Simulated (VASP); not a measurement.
# Mn (Cmce) in VASP: single point with PBEsol

Aim: the single point of Mn with PBEsol.

Everything below comes from runs of VASP 6.6.1. Logs are shortened: lines on timing, memory, paths and dates and some standing lists are left out, and cuts for length are marked.

## Step 1: The cell of the first run

The structure is orthorhombic, space group Cmce (No. 64). Conventional cell: a = 4.014 Å, b = 6.803 Å, c = 4.019 Å, α = 90.00°, β = 90.00°, γ = 90.00°. Mn (site symmetry m) has 7 Mn at 2.17 to 2.49 Å within 2.9 Å.

## Step 2: Single point, PBEsol, collinear spin, ferromagnetic start

INCAR reads:

```
SYSTEM = Mn
PREC = Accurate
ENCUT = 680
EDIFF = 1E-6
ISMEAR = 0
SIGMA = 0.1
LREAL = .False.
LASPH = .True.
NELM = 200
ALGO = Normal
ISIF = 2
LWAVE = .False.
LCHARG = .False.
ISPIN = 2
MAGMOM = 4 4 4 4
LORBIT = 11
LMAXMIX = 4
GGA = PS
NBANDS = 42
GGA_COMPAT = .False.
```

KPOINTS reads:

```
Automatic mesh
0
Gamma
  6 6 4
  0 0 0
```

POSCAR reads:

```
Mn
1.0
    2.0070392389     -3.4015593086      0.0000000000
    2.0070392389      3.4015593086      0.0000000000
    0.0000000000      0.0000000000      4.0194178865
Mn
4
Direct
    0.1525000000      0.8475000000      0.0785000000
    0.6525000000      0.3475000000      0.4215000000
    0.8475000000      0.1525000000      0.9215000000
    0.3475000000      0.6525000000      0.5785000000
```

Potentials or basis: VASP PAW PBE potentials, release 64 (Mn_sv).

On the command line:

```sh
$ cat potpaw_PBE.64/Mn_sv/POTCAR > POTCAR
$ mpirun -np 1 vasp_std > vasp.out
```

OUTCAR:

```text
SYSTEM = Mn
   PREC = Accurate
   ENCUT = 680
   EDIFF = 1E-6
   ISMEAR = 0
   LREAL = .False.
   LASPH = .True.
   NELM = 200
   ISIF = 2
   ISPIN = 2
   LORBIT = 11
   GGA = PS

 ion  position               nearest neighbor table
   1  0.153  0.847  0.078-   3 2.17   4 2.41   4 2.41   2 2.43   2 2.43   3 2.49   3 2.49
   2  0.653  0.347  0.422-   4 2.17   3 2.41   3 2.41   1 2.43   1 2.43   4 2.49   4 2.49
   3  0.847  0.153  0.922-   1 2.17   2 2.41   2 2.41   4 2.43   4 2.43   1 2.49   1 2.49
   4  0.347  0.653  0.578-   2 2.17   1 2.41   1 2.41   3 2.43   3 2.43   2 2.49   2 2.49

  LATTYP: Found a base centered orthorhombic cell.
 ALAT       =     4.0140784778
 B/A-ratio  =     1.6948145520
 C/A-ratio  =     1.0013301705

  Lattice vectors:

 A1 = (   2.0070392389,  -3.4015593086,   0.0000000000)
 A2 = (   2.0070392389,   3.4015593086,   0.0000000000)
 A3 = (   0.0000000000,   0.0000000000,   4.0194178865)

Analysis of symmetry for initial positions (statically):
=====================================================================
 Subroutine PRICEL returns:
 Original cell was already a primitive cell.

 Routine SETGRP: Setting up the symmetry group for a
 base centered orthorhombic supercell.

 Subroutine GETGRP returns: Found  8 space group operations
 (whereof  4 operations were pure point group operations)
 out of a pool of  8 trial point group operations.

The static configuration has the point symmetry C_2h.
 The point group associated with its full space group is D_2h.

Analysis of symmetry for dynamics (positions and initial velocities):
=====================================================================
 Subroutine PRICEL returns:
 Original cell was already a primitive cell.

 Routine SETGRP: Setting up the symmetry group for a
 base centered orthorhombic supercell.

 Subroutine GETGRP returns: Found  8 space group operations
 (whereof  4 operations were pure point group operations)
 out of a pool of  8 trial point group operations.

The dynamic configuration has the point symmetry C_2h.
 The point group associated with its full space group is D_2h.

Analysis of structural, dynamic, and magnetic symmetry:
=====================================================================
 Subroutine PRICEL returns:
 Original cell was already a primitive cell.

 Routine SETGRP: Setting up the symmetry group for a
 base centered orthorhombic supercell.

 Subroutine GETGRP returns: Found  8 space group operations
 (whereof  4 operations were pure point group operations)
 out of a pool of  8 trial point group operations.

The overall configuration has the point symmetry C_2h.
 The point group associated with its full space group is D_2h.

 Subroutine INISYM returns: Found  8 space group operations
 (whereof  4 operations are pure point group operations),
 and found     1 'primitive' translations

----------------------------------------------------------------------------------------

                                     Primitive cell

  volume of cell :      54.8816

  direct lattice vectors                    reciprocal lattice vectors
     2.007039239 -3.401559309  0.000000000     0.249123181 -0.146991410  0.000000000
     2.007039239  3.401559309  0.000000000     0.249123181  0.146991410  0.000000000
     0.000000000  0.000000000  4.019417887     0.000000000  0.000000000  0.248792245

  length of vectors
     3.949533167  3.949533167  4.019417887     0.289255655  0.289255655  0.248792245

  position of ions in fractional coordinates (direct lattice)
     0.152500000  0.847500000  0.078500000
     0.652500000  0.347500000  0.421500000
     0.847500000  0.152500000  0.921500000
     0.347500000  0.652500000  0.578500000

  ion indices of the primitive-cell ions
   primitive index   ion index
                 1           1
                 2           2
                 3           3
                 4           4

----------------------------------------------------------------------------------------

 KPOINTS: Automatic mesh

Automatic generation of k-mesh.
 Grid dimensions read from file:
 generate k-points for:    6    6    4

 Generating k-lattice:

  Cartesian coordinates                     Fractional coordinates (reciprocal lattice)
     0.041520530 -0.024498568  0.000000000     0.166666667  0.000000000  0.000000000
     0.041520530  0.024498568  0.000000000     0.000000000  0.166666667  0.000000000
     0.000000000  0.000000000  0.062198061     0.000000000  0.000000000  0.250000000

  Length of vectors
     0.048209276  0.048209276  0.062198061

  Shift w.r.t. Gamma in fractional coordinates (k-lattice)
     0.000000000  0.000000000  0.000000000

 Subroutine IBZKPT returns following result:
 ===========================================

 Found     39 irreducible k-points:

 Following reciprocal coordinates:
            Coordinates               Weight
  0.000000  0.000000  0.000000      1.000000
  0.166667  0.000000  0.000000      4.000000
  0.333333  0.000000  0.000000      4.000000
  0.500000  0.000000  0.000000      2.000000
  0.166667  0.166667  0.000000      2.000000
  0.333333  0.166667  0.000000      4.000000
[... 16 lines left out ...]
  0.333333  0.333333  0.250000      4.000000
  0.500000  0.333333  0.250000      8.000000
 [... further k-points ...]
   k-points           NKPTS =     39   k-points in BZ     NKDIM =     39   number of bands    NBANDS=     42
   number of dos      NEDOS =    301   number of ions     NIONS =      4
   total plane-waves  NPLWV =  46656
   dimension x,y,z NGX =    36 NGY =   36 NGZ =   36
   dimension x,y,z NGXF=    72 NGYF=   72 NGZF=   72
   ions per type =               4
   NGX,Y,Z   is equivalent  to a cutoff of  15.15, 15.15, 14.89 a.u.
   NGXF,Y,Z  is equivalent  to a cutoff of  30.31, 30.31, 29.78 a.u.
 SYSTEM =  Mn
   PREC   = accura    normal or accurate (medium, high low for compatibility)
   ISTART =      0    job   : 0-new  1-cont  2-samecut
   ICHARG =      2    charge: 1-file 2-atom 10-const
   ISPIN  =      2    spin polarized calculation?
   LNONCOLLINEAR =      F non collinear calculations
   LSORBIT =      F    spin-orbit coupling
   LASPH  =      T    aspherical Exc in radial PAW
   ENCUT  =  680.0 eV  49.98 Ry    7.07 a.u.   8.40  8.40  8.55*2*pi/ulx,y,z
   NELM   =    200;   NELMIN=  2; NELMDL= -5     # of ELM steps
   EDIFF  = 0.1E-05   stopping-criterion for ELM
   LREAL  =      F    real-space projection
   EDIFFG = 0.1E-04   stopping-criterion for IOM
   NSW    =      0    number of steps for IOM
   IBRION =     -1    ionic relax: 0-MD 1-quasi-New 2-CG
   NFREE  =      0    steps in history (QN), initial steepest desc. (CG)
   ISIF   =      2    stress and relaxation
   ISYM   =      2    0-nonsym 1-usesym 2-fastsym
   POTIM  = 0.5000    time-step for ionic-motion
   TEBEG  =    0.0;   TEEND  =   0.0 temperature during run
   PSTRESS=    0.0 pullay stress
   NELECT =      60.0000    total number of electrons
   NUPDOWN=      -1.0000    fix difference up-down
   EMIN   =  10.00;   EMAX   =-10.00  energy-range for DOS
   EFERMI =   0.00;   METHOD = LEGACY
   ISMEAR =     0;   SIGMA  =   0.10  broadening in eV -4-tet -1-fermi 0-gaus
   EFERMI_NEDOS =   21; number of points for ismear=-14 and -15
   IALGO  =     38    algorithm
   IMIX   =      4    mixing-type and parameters
     AMIX     =   0.40;   BMIX     =  1.00
     AMIX_MAG =   1.60;   BMIX_MAG =  1.00
  volume/ion in A,a.u.               =      13.72        92.59
  Fermi-wavevector in a.u.,A,eV,Ry     =   1.686487  3.186998 38.698194  2.844237
  Thomas-Fermi vector in A             =   2.769143
   LORBIT       =     11    0 simple, 1 ext, 2 COOP (PROOUT), +10 PAW based schemes
   GGA     = PS    functional components
   LHFCALC =     F    Hartree Fock is set to
   AEXX    =    0.0000 exact exchange contribution
   IVDW    =     0    specifies the selected vdW correction
   LEPSILON=     F    determine dielectric tensor
   LRPA    =     F    only Hartree local field effects (RPA)
 spin polarized calculation
 Gauss-broadening in eV      SIGMA  =   0.10
  energy-cutoff  :      680.00
  volume of cell :       54.88
 maximum number of plane-waves:      2238
 NGX is ok and might be reduce to    36
   NGX = 17   NGY = 17   NGZ = 17

 number of electron      60.0000000 magnetization      16.0000000

 number of electron      59.9999972 magnetization       0.8159888

 Free energy of the ion-electron system (eV)
  ---------------------------------------------------
  ext. energy  EPLUGINS =         0.00000000
  ---------------------------------------------------
  free energy    TOTEN  =       -35.76885090 eV

  energy without entropy =      -35.73112721  energy(sigma->0) =      -35.74998906

 E-fermi :  10.0074     XC(G=0): -12.6774

 val. band max:       10.0026956811   @ k =   0.1667   0.0000   0.2500
 cond. band min:      10.0082953881   @ k =  -0.3333   0.1667   0.2500
 fundamental gap:      0.0055997070
 Fermi energy:        10.0073604552

 spin component 1

 k-point     1 :       0.0000    0.0000    0.0000
  band No.  band energies     occupation
      1     -69.0672      1.00000
      2     -68.9307      1.00000
      3     -68.8390      1.00000
      4     -68.8310      1.00000
      5     -38.2513      1.00000
      6     -38.0908      1.00000
[... 1069 lines left out ...]
     41      16.1218      0.00000
     42      17.6832      0.00000

 [... further k-points ...]

 spin component 2

 k-point     1 :       0.0000    0.0000    0.0000
  band No.  band energies     occupation
      1     -68.8562      1.00000
      2     -68.7191      1.00000
      3     -68.6268      1.00000
      4     -68.6188      1.00000
      5     -38.0702      1.00000
      6     -37.9107      1.00000
[... 1069 lines left out ...]
     41      16.2327      0.00000
     42      17.7879      0.00000

 [... further k-points ...]

------------------------ aborting loop because EDIFF is reached ----------------------------------------

  FORCE on cell =-STRESS in cart. coord.  units (eV):
  Direction    XX          YY          ZZ          XY          YZ          ZX
  --------------------------------------------------------------------------------------
  -------------------------------------------------------------------------------------
  Total       -8.5763656     -7.1011207     -8.6761521      0.0000000     -0.0000000      0.0000000
  in kB     -250.3726007   -207.3053013   -253.2857016      0.0000000     -0.0000000      0.0000000
  external PRESSURE =    -236.9878679 kB  Pullay stress =       0.0000000 kB

 VOLUME and BASIS-vectors are now :
 -----------------------------------------------------------------------------
  energy-cutoff  :      680.00
  volume of cell :       54.88
      direct lattice vectors                 reciprocal lattice vectors
     2.007039239 -3.401559309  0.000000000     0.249123181 -0.146991410  0.000000000
     2.007039239  3.401559309  0.000000000     0.249123181  0.146991410  0.000000000
     0.000000000  0.000000000  4.019417887     0.000000000  0.000000000  0.248792245

 POSITION                                       TOTAL-FORCE (eV/Angst)
 -----------------------------------------------------------------------------------
      2.00704      2.36408      0.31552         0.000000     -0.162060     -0.341319
      2.00704     -1.03748      1.69418         0.000000     -0.162060      0.341319
      2.00704     -2.36408      3.70389         0.000000      0.162060      0.341319
      2.00704      1.03748      2.32523         0.000000      0.162060     -0.341319
 -----------------------------------------------------------------------------------
    total drift:                                0.000000      0.000000     -0.000000

  FREE ENERGIE OF THE ION-ELECTRON SYSTEM (eV)
  ---------------------------------------------------
  free  energy   TOTEN  =       -35.7688509031 eV

  energy  without entropy=      -35.7311272089  energy(sigma->0) =      -35.74998906

 total charge

# of ion       s       p       d       tot
------------------------------------------
    1        2.250   6.043   4.725  13.018
    2        2.250   6.043   4.725  13.018
    3        2.250   6.043   4.725  13.018
    4        2.250   6.043   4.725  13.018
--------------------------------------------------
tot          9.000  24.172  18.899  52.070

 magnetization (x)

# of ion       s       p       d       tot
------------------------------------------
    1        0.000   0.002   0.184   0.186
    2        0.000   0.002   0.184   0.186
    3        0.000   0.002   0.184   0.186
    4        0.000   0.002   0.184   0.186
--------------------------------------------------
tot          0.001   0.007   0.736   0.744
```

Wall time 7.5 min (1 thread of AMD EPYC 7R43 (Zen 3), shared host); peak memory 0.32 GiB.

What came out:

* Free energy: -35.7689 eV
* Pressure: -23.7 GPa
* Largest force: 0.378 eV/Å
* Net moment: 0.82 μB per cell
* Site moments: Mn +0.19 μB
* Valence electrons inside the program's atomic spheres: Mn 13.02

Forces on the atoms (eV/Å):
```
Mn   0.000 -0.162 -0.341
Mn   0.000 -0.162  0.341
Mn   0.000  0.162  0.341
Mn   0.000  0.162 -0.341
```

Stress tensor (GPa, compression positive):
```
-25.04   0.00   0.00
  0.00 -20.73   0.00
  0.00   0.00 -25.33
```

Caveat: the k points lie up to 0.39 Å⁻¹ apart; the PAW data sets were made with another functional, which shifts forces and pressure a little.
